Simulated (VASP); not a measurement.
A run of VASP 6.6.1:

File INCAR:

```
PREC = Accurate
ENCUT = 520
EDIFF = 1E-6
ISMEAR = -1
SIGMA = 0.05
LREAL = False
LASPH = True
NELM = 150
ALGO = Normal
ISIF = 2
LWAVE = False
LCHARG = False
ISPIN = 2
MAGMOM = 2 1
LORBIT = 11
LMAXMIX = 4
GGA = RP
NBANDS = 22
```

File KPOINTS:

```
regular mesh
0
Gamma
  9 9 9
```

POSCAR

```
TiCo
1.0
    3.0116846070      0.0000000000      0.0000000000
    0.0000000000      3.0116846070      0.0000000000
    0.0000000000      0.0000000000      3.0116846070
Co Ti
1 1
Direct
    0.5000000000      0.5000000000      0.5000000000
    0.0000000000      0.0000000000      0.0000000000
```

Potentials or basis: VASP PAW PBE potentials, release 64 (Co, Ti_sv).

Command:

```bash
$ cat potpaw_PBE.64/Co/POTCAR potpaw_PBE.64/Ti_sv/POTCAR > POTCAR
$ mpirun -np 1 vasp_std > vasp.out
```

Hardware: 1 thread of AMD EPYC 9R45 96-Core Processor (Zen 5) (shared host).

Question: How long does it take, and how much memory?

Answer: It took 24 s on 1 thread of AMD EPYC 9R45 96-Core Processor (Zen 5), with other jobs on the host, peak memory 0.14 GiB. Counts: scf iterations 17, k points 35.
